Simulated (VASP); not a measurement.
The system is Sc4BP3.

```
CELL_PARAMETERS angstrom
3.63000 0.00000 0.00000
-1.81500 3.14367 0.00000
0.00000 0.00000 11.85000
ATOMIC_POSITIONS crystal
Sc 0.33333 0.66667 0.37500
Sc 0.33333 0.66667 0.12500
Sc 0.66667 0.33333 0.87500
Sc 0.66667 0.33333 0.62500
B 0.00000 0.00000 0.00000
P 0.66667 0.33333 0.25000
P 0.33333 0.66667 0.75000
P 0.00000 0.00000 0.50000
```

```yaml
Program: VASP 6.6.1
Task: relaxation of cell and atoms
Functional: PBE
Potentials_or_basis: VASP PAW PBE potentials, release 64 (Sc_sv, B, P)
Cutoff: 600 eV
k_mesh: 5 × 5 × 2
Occupations: gaussian, width 0.2 eV
Spin: no spin polarisation
```

At the start: pressure 10.3 GPa; volume 16.90 Å³/atom.

Problem. How do energy, volume and symmetry change on relaxing?

Solution. Over 11 steps the energy falls by 93.8 meV/atom and the volume is 18.15 Å³/atom (+7.4 %); space group P-3m1 (No. 164, to 0.05 Å).

The path:
```
step  energy change (eV)  largest force (eV/Å)  pressure (GPa)  volume (Å³)
   1              0.0000                2.0449           10.30       135.23
   2             -0.4557                0.4727           -6.49       157.50
   3             -0.6570                0.5239           -1.58       148.87
   4             -0.6571                0.5466           -1.39       148.59
   5             -0.7176                0.2839           -0.20       146.22
   6             -0.7278                0.3076            0.58       144.77
   7             -0.7398                0.1749           -0.15       145.68
   8             -0.7414                0.1302           -0.52       146.15
   9             -0.7471                0.1287            0.07       145.22
  10             -0.7474                0.1284            0.24       144.97
  11             -0.7501                0.0531            0.05       145.24
```

Final structure:
```cif
data_structure
_symmetry_space_group_name_H-M 'P 1'
_symmetry_Int_Tables_number 1
_cell_length_a 3.6386
_cell_length_b 3.6386
_cell_length_c 12.6672
_cell_angle_alpha 90.000
_cell_angle_beta 90.000
_cell_angle_gamma 120.000
_cell_volume 145.24
loop_
_atom_site_label
_atom_site_type_symbol
_atom_site_fract_x
_atom_site_fract_y
_atom_site_fract_z
_atom_site_occupancy
Sc1 Sc 0.33333 0.66667 0.37530 1
Sc2 Sc 0.33333 0.66667 0.11328 1
Sc3 Sc 0.66667 0.33333 0.88672 1
Sc4 Sc 0.66667 0.33333 0.62470 1
B1 B 0.00000 0.00000 0.00000 1
P1 P 0.66667 0.33333 0.24647 1
P2 P 0.33333 0.66667 0.75353 1
P3 P 0.00000 0.00000 0.50000 1
```

Caveat: the k points lie up to 0.40 Å⁻¹ apart in the final cell; the relaxation stopped at a loose force limit of 0.08 eV/Å, so its end isn't a converged minimum.
